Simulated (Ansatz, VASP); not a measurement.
## Eu in VASP and in Ansatz

```
Eu
1.0
     0.00000    2.77790    2.77790
     2.77790    0.00000    2.77790
     2.77790    2.77790    0.00000
Eu
1
Direct
  0.00000 0.00000 0.00000
```

Change from the starting cell: volume scaled by 1.04.

Alike in both runs: task single point; functional PBE; k mesh 12 × 12 × 12; occupations fermi-dirac, width 0.03 eV; collinear spin.

```csv
,VASP,Ansatz
version,VASP 6.6.1,Ansatz 0.2.0
potentials or method,"VASP PAW PBE potentials, release 64 (Eu), cutoff 520 eV","all-electron LAPW, scalar-relativistic"
```

```tsv
	VASP	Ansatz	Ansatz less VASP
pressure (GPa)	-0.7	-0.5	+0.29
net moment per atom (μB)	7.55	7.56	+0.004
size of the moment on the site where the two differ most (μB)	6.74	7.36	+0.620
```

Site moments also hang on the region over which each program counts them. Ansatz ran all-electron here, and VASP with PAW potentials.

Spin-orbit coupling is off throughout.
